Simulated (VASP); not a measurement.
A run of VASP 6.6.1 is set up as follows.

Contents of INCAR:

```
SYSTEM = Ta
ALGO = Fast
EDIFF = 1E-7
EDIFFG = -0.01
ENCUT = 600
GGA = PE
IBRION = 2
ISIF = 3
ISMEAR = 0
LASPH = .True.
LCHARG = .False.
LREAL = .False.
LWAVE = .False.
NELM = 60
NSW = 100
PREC = Accurate
SIGMA = 0.1
```

KPOINTS

```
k-points
0
Gamma
  12 12 12
  0 0 0
```

POSCAR

```
Ta
1.0
    0.0000000000      3.1809362159      3.1809362159
    3.1809362159      0.0000000000      3.1809362159
    3.1809362159      3.1809362159      0.0000000000
Ta
3
Direct
    0.2500000000      0.2500000000      0.2500000000
    0.7500000000      0.7500000000      0.7500000000
    0.5000000000      0.5000000000      0.5000000000
```

Potentials or basis: VASP PAW PBE potentials, release 64 (Ta_pv).

Launch:

```bash
$ cat potpaw_PBE.64/Ta_pv/POTCAR > POTCAR
$ mpirun -np 1 vasp_std > vasp.out
```

(1) Predict the band gap on the k mesh.

Answers

(1) zero (an odd number of electrons rules out a gap without spin polarisation).

Caveat: the relaxation stopped at its first step, so nothing moved; spin-orbit coupling is left out, which moves the levels of the heavy elements.
